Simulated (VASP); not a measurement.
# MoS2 (R-3m) in VASP: a series of runs

Aim: see how the results for MoS2 move with the level of theory and the settings. Levels: r2SCAN+rVV10, PBE+D3(BJ), r2SCAN, PBE. Tasks: single point, relaxation of cell and atoms.

Everything below comes from runs of VASP 6.6.1. Logs are shortened: lines on timing, memory, paths and dates and some standing lists are left out, and cuts for length are marked.

**1. The cell of the first run**

It takes space group R-3m (No. 166, trigonal). The conventional cell has a = 3.193 Å, b = 3.193 Å, c = 18.231 Å, α = 90.00°, β = 90.00°, γ = 120.00°. Within 3.2 Å of Mo (site symmetry -3m) lie 6 S at 2.42 Å and 6 Mo at 3.19 Å. S (site symmetry 3m) has 3 Mo at 2.42 Å and 6 S at 3.19 Å within 3.2 Å.

**2. Single point, r2SCAN+rVV10**

Input file POSCAR:

```
MoS2
1.0
    1.5965459752      0.9217662486      6.0769391911
   -1.5965459752      0.9217662486      6.0769391911
    0.0000000000     -1.8435324972      6.0769391911
Mo S
1 2
Direct
    0.0000000000      0.0000000000      0.0000000000
    0.7525772694      0.7525772694      0.7525772694
    0.2474227306      0.2474227306      0.2474227306
```

Input file INCAR.step1:

```
SYSTEM = MoS2
ALGO     = Normal         ! electronic algorithm
EDIFF    = 1E-4           ! SCF threshold, eV
ENCUT    = 520            ! plane-wave cutoff, eV
GGA      = PE             ! functional
ISMEAR   = -1             ! smearing method
LASPH    = .True.         ! aspherical terms in the spheres
LCHARG   = .False.        ! write CHGCAR
LREAL    = .False.        ! projectors in reciprocal space
LWAVE    = .True.         ! write WAVECAR
NBANDS   = 20             ! bands
NELM     = 80             ! most SCF steps
PREC     = Accurate       ! precision mode
SIGMA    = 0.02           ! smearing width, eV
```

Input file INCAR.step2:

```
SYSTEM = MoS2
ALGO     = Normal         ! electronic algorithm
BPARAM   = 11.95        
CPARAM   = 0.0093       
EDIFF    = 1E-7           ! SCF threshold, eV
ENCUT    = 520            ! plane-wave cutoff, eV
ISIF     = 2              ! what is computed and relaxed
ISMEAR   = -1             ! smearing method
ISTART   = 1            
IVDW_NL  = 2            
LASPH    = .True.         ! aspherical terms in the spheres
LCHARG   = .True.         ! write CHGCAR
LELF     = .True.         ! ELF
LMIXTAU  = .True.       
LREAL    = .False.        ! projectors in reciprocal space
LUSE_VDW = .True.       
LVHAR    = .True.       
LWAVE    = .False.        ! write WAVECAR
METAGGA  = R2SCAN         ! meta-GGA
NBANDS   = 20             ! bands
NELM     = 80             ! most SCF steps
PREC     = Accurate       ! precision mode
SIGMA    = 0.02           ! smearing width, eV
```

Input file KPOINTS:

```
k-points
0
Gamma
  8 8 8
  0 0 0
```

Potentials or basis: VASP PAW PBE potentials, release 64 (Mo_sv, S).

Command:

```console
$ cat potpaw_PBE.64/Mo_sv/POTCAR potpaw_PBE.64/S/POTCAR > POTCAR
$ cp INCAR.step1 INCAR
$ mpirun -np 1 vasp_std > vasp.out
$ cp INCAR.step2 INCAR
$ mpirun -np 1 vasp_std > vasp.out
```

OUTCAR:

```text
SYSTEM = MoS2
   BPARAM = 11.95
   EDIFF = 1E-7
   ENCUT = 520
   ISIF = 2
   ISMEAR = -1
   ISTART = 1
   IVDW_NL = 2
   LASPH = .True.
   LREAL = .False.
   METAGGA = R2SCAN
   NELM = 80
   PREC = Accurate

 ion  position               nearest neighbor table
   1  0.000  0.000  0.000-   2 2.42   2 2.42   3 2.42   3 2.42   2 2.42   3 2.42
   2  0.753  0.753  0.753-   1 2.42   1 2.42   1 2.42
   3  0.247  0.247  0.247-   1 2.42   1 2.42   1 2.42

  LATTYP: Found a trigonal (rhomboedric) cell.
 ALAT       =     6.3504174666
 COS(alpha) =     0.8735880001

  Lattice vectors:

 A1 = (   1.5965459752,   0.9217662486,   6.0769391911)
 A2 = (  -1.5965459752,   0.9217662486,   6.0769391911)
 A3 = (   0.0000000000,  -1.8435324972,   6.0769391911)

Analysis of symmetry for initial positions (statically):
=====================================================================
 Subroutine PRICEL returns:
 Original cell was already a primitive cell.

 Routine SETGRP: Setting up the symmetry group for a
 trigonal (rhombohedral) supercell.

 Subroutine GETGRP returns: Found 12 space group operations
 (whereof 12 operations were pure point group operations)
 out of a pool of 12 trial point group operations.

The static configuration has the point symmetry D_3d.

Analysis of symmetry for dynamics (positions and initial velocities):
=====================================================================
 Subroutine PRICEL returns:
 Original cell was already a primitive cell.

 Routine SETGRP: Setting up the symmetry group for a
 trigonal (rhombohedral) supercell.

 Subroutine GETGRP returns: Found 12 space group operations
 (whereof 12 operations were pure point group operations)
 out of a pool of 12 trial point group operations.

The dynamic configuration has the point symmetry D_3d.

 Subroutine INISYM returns: Found 12 space group operations
 (whereof 12 operations are pure point group operations),
 and found     1 'primitive' translations

----------------------------------------------------------------------------------------

                                     Primitive cell

  volume of cell :      53.6585

  direct lattice vectors                    reciprocal lattice vectors
     1.596545975  0.921766249  6.076939191     0.313176074  0.180812290  0.054852175
    -1.596545975  0.921766249  6.076939191    -0.313176074  0.180812290  0.054852175
     0.000000000 -1.843532497  6.076939191     0.000000000 -0.361624581  0.054852175

  length of vectors
     6.350417467  6.350417467  6.350417467     0.365760986  0.365760986  0.365760986

  position of ions in fractional coordinates (direct lattice)
     0.000000000  0.000000000  0.000000000
     0.752577269  0.752577269  0.752577269
     0.247422731  0.247422731  0.247422731

  ion indices of the primitive-cell ions
   primitive index   ion index
                 1           1
                 2           2
                 3           3

----------------------------------------------------------------------------------------

 KPOINTS: k-points

Automatic generation of k-mesh.
 Grid dimensions read from file:
 generate k-points for:    8    8    8

 Generating k-lattice:

  Cartesian coordinates                     Fractional coordinates (reciprocal lattice)
     0.039147009  0.022601536  0.006856522     0.125000000  0.000000000  0.000000000
    -0.039147009  0.022601536  0.006856522     0.000000000  0.125000000  0.000000000
     0.000000000 -0.045203073  0.006856522     0.000000000  0.000000000  0.125000000

  Length of vectors
     0.045720123  0.045720123  0.045720123

  Shift w.r.t. Gamma in fractional coordinates (k-lattice)
     0.000000000  0.000000000  0.000000000

 Subroutine IBZKPT returns following result:
 ===========================================

 Found     65 irreducible k-points:

 Following reciprocal coordinates:
            Coordinates               Weight
  0.000000  0.000000  0.000000      1.000000
  0.125000  0.000000  0.000000      6.000000
  0.250000  0.000000  0.000000      6.000000
  0.375000  0.000000  0.000000      6.000000
  0.500000  0.000000  0.000000      3.000000
  0.125000  0.125000  0.000000      6.000000
[... 16 lines left out ...]
  0.250000  0.125000  0.125000      6.000000
  0.375000  0.125000  0.125000      6.000000
 [... further k-points ...]
   k-points           NKPTS =     65   k-points in BZ     NKDIM =     65   number of bands    NBANDS=     20
   number of dos      NEDOS =    301   number of ions     NIONS =      3
   total plane-waves  NPLWV = 110592
   dimension x,y,z NGX =    48 NGY =   48 NGZ =   48
   dimension x,y,z NGXF=    96 NGYF=   96 NGZF=   96
   ions per type =               1   2
   NGX,Y,Z   is equivalent  to a cutoff of  12.57, 12.57, 12.57 a.u.
   NGXF,Y,Z  is equivalent  to a cutoff of  25.13, 25.13, 25.13 a.u.
 SYSTEM =  MoS2
   PREC   = accura    normal or accurate (medium, high low for compatibility)
   ISTART =      1    job   : 0-new  1-cont  2-samecut
   ICHARG =      0    charge: 1-file 2-atom 10-const
   ISPIN  =      1    spin polarized calculation?
   LNONCOLLINEAR =      F non collinear calculations
   LSORBIT =      F    spin-orbit coupling
   LASPH  =      T    aspherical Exc in radial PAW
   ENCUT  =  520.0 eV  38.22 Ry    6.18 a.u.  11.81 11.81 11.81*2*pi/ulx,y,z
   NELM   =     80;   NELMIN=  2; NELMDL=  0     # of ELM steps
   EDIFF  = 0.1E-06   stopping-criterion for ELM
   LREAL  =      F    real-space projection
   EDIFFG = 0.1E-05   stopping-criterion for IOM
   NSW    =      0    number of steps for IOM
   IBRION =     -1    ionic relax: 0-MD 1-quasi-New 2-CG
   NFREE  =      0    steps in history (QN), initial steepest desc. (CG)
   ISIF   =      2    stress and relaxation
   ISYM   =      2    0-nonsym 1-usesym 2-fastsym
   POTIM  = 0.5000    time-step for ionic-motion
   TEBEG  =    0.0;   TEEND  =   0.0 temperature during run
   PSTRESS=    0.0 pullay stress
   NELECT =      26.0000    total number of electrons
   NUPDOWN=      -1.0000    fix difference up-down
   EMIN   =  10.00;   EMAX   =-10.00  energy-range for DOS
   EFERMI =   0.00;   METHOD = LEGACY
   ISMEAR =    -1;   SIGMA  =   0.02  broadening in eV -4-tet -1-fermi 0-gaus
   EFERMI_NEDOS =   21; number of points for ismear=-14 and -15
   IALGO  =     38    algorithm
   IMIX   =      4    mixing-type and parameters
     AMIX     =   0.40;   BMIX     =  1.00
     AMIX_MAG =   1.60;   BMIX_MAG =  1.00
  volume/ion in A,a.u.               =      17.89       120.70
  Fermi-wavevector in a.u.,A,eV,Ry     =   1.285839  2.429883 22.495616  1.653381
  Thomas-Fermi vector in A             =   2.417949
   LORBIT       =      0    0 simple, 1 ext, 2 COOP (PROOUT), +10 PAW based schemes
   METAGGA = R2SCAN    functional components
   LHFCALC =     F    Hartree Fock is set to
   AEXX    =    0.0000 exact exchange contribution
   IVDW_NL    =     2    kernel type
   BPARAM     =11.9500
   IVDW    =     0    specifies the selected vdW correction
   LEPSILON=     F    determine dielectric tensor
   LRPA    =     F    only Hartree local field effects (RPA)
 non-spin polarized calculation
  energy-cutoff  :      520.00
  volume of cell :       53.66
 maximum number of plane-waves:      1462
   NGX = 23   NGY = 23   NGZ = 23

 number of electron      26.0000001 magnetization

 Free energy of the ion-electron system (eV)
  ---------------------------------------------------
  ext. energy  EPLUGINS =         0.00000000
  ---------------------------------------------------
  free energy    TOTEN  =       -43.66354351 eV

  energy without entropy =      -43.66182973  energy(sigma->0) =      -43.66268662

 E-fermi :   7.5943     XC(G=0): -11.5739

 val. band max:        7.5551705065   @ k =   0.5000   0.2500   0.0000
 cond. band min:       7.6213591233   @ k =  -0.3750   0.2500   0.0000
 fundamental gap:      0.0661886167
 Fermi energy:         7.5943057194

 k-point     1 :       0.0000    0.0000    0.0000
  band No.  band energies     occupation
      1     -56.1842      2.00000
      2     -29.5107      2.00000
      3     -29.4341      2.00000
      4     -29.4341      2.00000
      5      -8.1663      2.00000
      6      -6.5063      2.00000
[... 12 lines left out ...]
     19      14.8375      0.00000
     20      17.6202      0.00000

 k-point     2 :       0.1250    0.0000    0.0000
  band No.  band energies     occupation
      1     -56.1785      2.00000
      2     -29.4993      2.00000
      3     -29.4912      2.00000
      4     -29.4472      2.00000
      5      -7.9122      2.00000
      6      -6.4599      2.00000
[... 12 lines left out ...]
     19      15.5716      0.00000
     20      17.0857      0.00000

 k-point     3 :       0.2500    0.0000    0.0000
  band No.  band energies     occupation
      1     -56.1645      2.00000
      2     -29.6279      2.00000
      3     -29.4787      2.00000
      4     -29.4707      2.00000
      5      -7.2511      2.00000
      6      -6.3109      2.00000
[... 12 lines left out ...]
     19      15.9165      0.00000
     20      17.5482      0.00000

 k-point     4 :       0.3750    0.0000    0.0000
  band No.  band energies     occupation
      1     -56.1505      2.00000
      2     -29.7615      2.00000
      3     -29.5100      2.00000
      4     -29.4422      2.00000
      5      -6.6330      2.00000
      6      -5.9243      2.00000
[... 12 lines left out ...]
     19      15.2749      0.00000
     20      15.9926      0.00000

 k-point     5 :       0.5000    0.0000    0.0000
  band No.  band energies     occupation
      1     -56.1446      2.00000
      2     -29.8161      2.00000
      3     -29.5229      2.00000
      4     -29.4304      2.00000
      5      -6.4824      2.00000
      6      -5.5514      2.00000
[... 12 lines left out ...]
     19      14.8124      0.00000
     20      15.3687      0.00000

 k-point     6 :       0.1250    0.1250    0.0000
  band No.  band energies     occupation
      1     -56.1785      2.00000
      2     -29.4993      2.00000
      3     -29.4912      2.00000
      4     -29.4472      2.00000
      5      -7.8987      2.00000
      6      -6.4826      2.00000
[... 12 lines left out ...]
     19      15.6615      0.00000
     20      17.0910      0.00000

 k-point     7 :       0.2500    0.1250    0.0000
  band No.  band energies     occupation
      1     -56.1686      2.00000
      2     -29.5817      2.00000
      3     -29.4813      2.00000
      4     -29.4738      2.00000
      5      -7.4214      2.00000
      6      -6.4050      2.00000
[... 12 lines left out ...]
     19      16.4557      0.00000
     20      17.0622      0.00000
[... 277 lines left out ...]
 k-point    20 :      -0.3750    0.3750    0.0000
  band No.  band energies     occupation
      1     -56.1405      2.00000
      2     -29.7466      2.00000
      3     -29.6434      2.00000
      4     -29.4223      2.00000
      5      -5.9822      2.00000
      6      -5.7678      2.00000
[... 12 lines left out ...]
     19      15.2801      0.00000
     20      16.4822      0.00000

 k-point    21 :       0.5000    0.5000    0.0000
  band No.  band energies     occupation
      1     -56.1446      2.00000
      2     -29.8161      2.00000
      3     -29.5229      2.00000
      4     -29.4304      2.00000
      5      -6.3661      2.00000
      6      -5.6965      2.00000
[... 12 lines left out ...]
     19      13.6323      0.00000
     20      15.7244      0.00000

 k-point    22 :       0.1250    0.1250    0.1250
  band No.  band energies     occupation
      1     -56.1842      2.00000
      2     -29.5107      2.00000
      3     -29.4341      2.00000
      4     -29.4341      2.00000
      5      -8.1299      2.00000
      6      -6.5711      2.00000
[... 12 lines left out ...]
     19      15.0684      0.00000
     20      17.6655      0.00000

 k-point    23 :       0.2500    0.1250    0.1250
  band No.  band energies     occupation
      1     -56.1785      2.00000
      2     -29.4993      2.00000
      3     -29.4912      2.00000
      4     -29.4472      2.00000
      5      -7.8564      2.00000
      6      -6.5500      2.00000
[... 12 lines left out ...]
     19      15.9563      0.00000
     20      17.1288      0.00000

 k-point    24 :       0.3750    0.1250    0.1250
  band No.  band energies     occupation
      1     -56.1645      2.00000
      2     -29.6279      2.00000
      3     -29.4787      2.00000
      4     -29.4707      2.00000
      5      -7.2036      2.00000
      6      -6.3701      2.00000
[... 12 lines left out ...]
     19      16.1783      0.00000
     20      17.5119      0.00000

 [... further k-points ...]
[... 5 lines left out ...]
  --------------------------------------------------------------------------------------
  -------------------------------------------------------------------------------------
  Total        0.0634415      0.0634415      0.0499854      0.0000000     -0.0000000      0.0000000
  in kB        1.8942862      1.8942862      1.4925026      0.0000000     -0.0000000      0.0000000
  external PRESSURE =       1.7603584 kB  Pullay stress =       0.0000000 kB

 VOLUME and BASIS-vectors are now :
 -----------------------------------------------------------------------------
  energy-cutoff  :      520.00
  volume of cell :       53.66
      direct lattice vectors                 reciprocal lattice vectors
     1.596545975  0.921766249  6.076939191     0.313176074  0.180812290  0.054852175
    -1.596545975  0.921766249  6.076939191    -0.313176074  0.180812290  0.054852175
     0.000000000 -1.843532497  6.076939191     0.000000000 -0.361624581  0.054852175

 POSITION                                       TOTAL-FORCE (eV/Angst)
 -----------------------------------------------------------------------------------
      0.00000      0.00000      0.00000         0.000000      0.000000      0.000000
      0.00000      0.00000     13.72010        -0.000000      0.000000      0.016374
      0.00000      0.00000      4.51072        -0.000000     -0.000000     -0.016374
 -----------------------------------------------------------------------------------
    total drift:                               -0.000000      0.000000     -0.000000

  FREE ENERGIE OF THE ION-ELECTRON SYSTEM (eV)
  ---------------------------------------------------
  free  energy   TOTEN  =       -43.6635435147 eV

  energy  without entropy=      -43.6618297254  energy(sigma->0) =      -43.66268662
```

Wall time 13 min (1 thread of Intel Xeon Platinum 8259CL at 2.50GHz (Skylake/Cascade Lake), shared host); peak memory 0.77 GiB.

Results:

```
Free energy            : -43.6635 eV
Pressure               : 0.2 GPa
Largest force          : 0.016 eV/Å
Band gap on the k mesh : zero (band 13 reaches 7.67 eV, above the bottom of band 14 at 7.16 eV)
```

Forces on the atoms (eV/Å):
```
Mo   0.000  0.000  0.000
S    0.000  0.000  0.016
S    0.000  0.000 -0.016
```

Caveat: the PAW data sets were made with another functional, which shifts forces and pressure a little.

**3. Single point, PBE+D3(BJ)**

This run uses another cell than the first one, of 16.89 Å³/atom, 0.944 times its volume.

Input file INCAR:

```
ALGO = Normal
EDIFF = 1E-6
ENCUT = 520
GGA = PE
ISIF = 2
ISMEAR = -1
IVDW = 12
LASPH = True
LCHARG = True
LELF = True
LREAL = False
LVHAR = True
LWAVE = False
NBANDS = 20
NELM = 100
PREC = Accurate
SIGMA = 0.02
```

Input file KPOINTS:

```
k-points
0
Gamma
  8 8 8
```

Input file POSCAR:

```
MoS2
1.0
    1.5694921305      0.9061467040      5.9392427034
   -1.5694921305      0.9061467040      5.9392427034
    0.0000000000     -1.8122934081      5.9392427034
Mo S
1 2
Direct
    0.0000000000      0.0000000000      0.0000000000
    0.7564217366      0.7564217366      0.7564217366
    0.2435782634      0.2435782634      0.2435782634
```

Potentials or basis: VASP PAW PBE potentials, release 64 (Mo_sv, S).

Command:

```console
$ cat potpaw_PBE.64/Mo_sv/POTCAR potpaw_PBE.64/S/POTCAR > POTCAR
$ mpirun -np 1 vasp_std > vasp.out
```

Run time: 2.1 min. Hardware: 1 thread of Intel Xeon Platinum 8488C (Sapphire Rapids), shared host; peak memory 0.34 GiB.

Results (log left out):

```yaml
Free_energy: -22.2780 eV
Pressure: -0.1 GPa
Largest_force: 0.011 eV/Å
Band_gap_on_the_k_mesh: zero (band 13 reaches 8.47 eV, above the bottom of band 14 at 8.22 eV)
Dispersion_energy_per_atom: -0.450 eV
```

Forces in eV/Å, atoms in the order of the input:
```
Mo   0.000  0.000  0.000
S    0.000  0.000 -0.011
S    0.000  0.000  0.011
```

Levels at points of the mesh, in eV from the Fermi level:
```tsv
k point	band 10	band 11	band 12	band 13	band 14	band 15	band 16	band 17
(0.00, 0.00, 0.00)	-1.53	-1.38	-0.81	-0.81	0.05	0.05	3.17	3.17
(0.50, 0.00, 0.00)	-4.03	-2.73	-1.98	-1.28	1.35	2.15	3.08	3.98
(0.50, 0.50, 0.00)	-3.88	-2.82	-2.47	-1.70	1.35	1.80	3.81	4.72
(0.50, 0.50, 0.50)	-3.68	-0.78	-0.78	-0.16	-0.16	-0.08	3.38	3.38
```

Caveat: pairwise dispersion overbinds metals, which lowers pressure and volume.

[end of part 1 of 2]
